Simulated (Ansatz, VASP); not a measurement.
**Sr: VASP beside Ansatz**

The input INCAR:

```
  PREC = Accurate
  ENCUT = 520
  EDIFF = 1E-7
  ISMEAR = -1
  SIGMA = 0.1
  LREAL = F
  LASPH = T
  NELM = 100
  ALGO = Normal
  ISIF = 2
  LWAVE = F
  LCHARG = F
  GGA = PS
  NBANDS = 17
```

The input KPOINTS:

```
regular mesh
0
Gamma
  12 12 6
```

The input POSCAR:

```
Sr
1.0
    3.6274285960      0.0000000000      0.0000000000
   -1.8137142980      3.1414453145      0.0000000000
    0.0000000000      0.0000000000      5.9785575949
Sr
2
Direct
    0.3333333333      0.6666666667      0.2500000000
    0.6666666667      0.3333333333      0.7500000000
```

Input for Ansatz:

```yaml
crystal:
  lattice:
    - [3.627428596, 0.0, 0.0]
    - [-1.813714298, 3.1414453145, 0.0]
    - [0.0, 0.0, 5.9785575949]
  atoms:
    - { symbol: Sr, position: [0.3333333333, 0.6666666667, 0.25] }
    - { symbol: Sr, position: [0.6666666667, 0.3333333333, 0.75] }
kpoints:
  mp_grid: { grid: [12, 12, 6] }
scf:
  occupations: { method: fermi_dirac, width: 0.1 }
hamiltonian:
  xc: pbesol
  pseudopotentials: { kind: all_electron, lapw: { basis_error: 0.001 } }
output:
  forces: true
  stress: true
  eigenvalues: true
  populations: true
```

Change from the starting cell: volume scaled by 0.65, LAPW.

Alike in both runs: task single point; functional PBEsol; k mesh 12 × 12 × 6; occupations fermi-dirac, width 0.1 eV; no spin polarisation.

```csv
,VASP,Ansatz
version,VASP 6.6.1,Ansatz 0.2.0
potentials or method,"VASP PAW PBE potentials, release 64 (Sr_sv), cutoff 520 eV","all-electron LAPW, scalar-relativistic"
```

|  | VASP | Ansatz | Ansatz less VASP |
| --- | --- | --- | --- |
| pressure (GPa) | 9.7 | 9.6 | -0.07 |
| traceless stress, the component that is largest in VASP (GPa) | 0.11 | 0.12 | +0.003 |

VASP's potentials were made for PBE, not for PBEsol. Ansatz ran all-electron here, and VASP with PAW potentials.
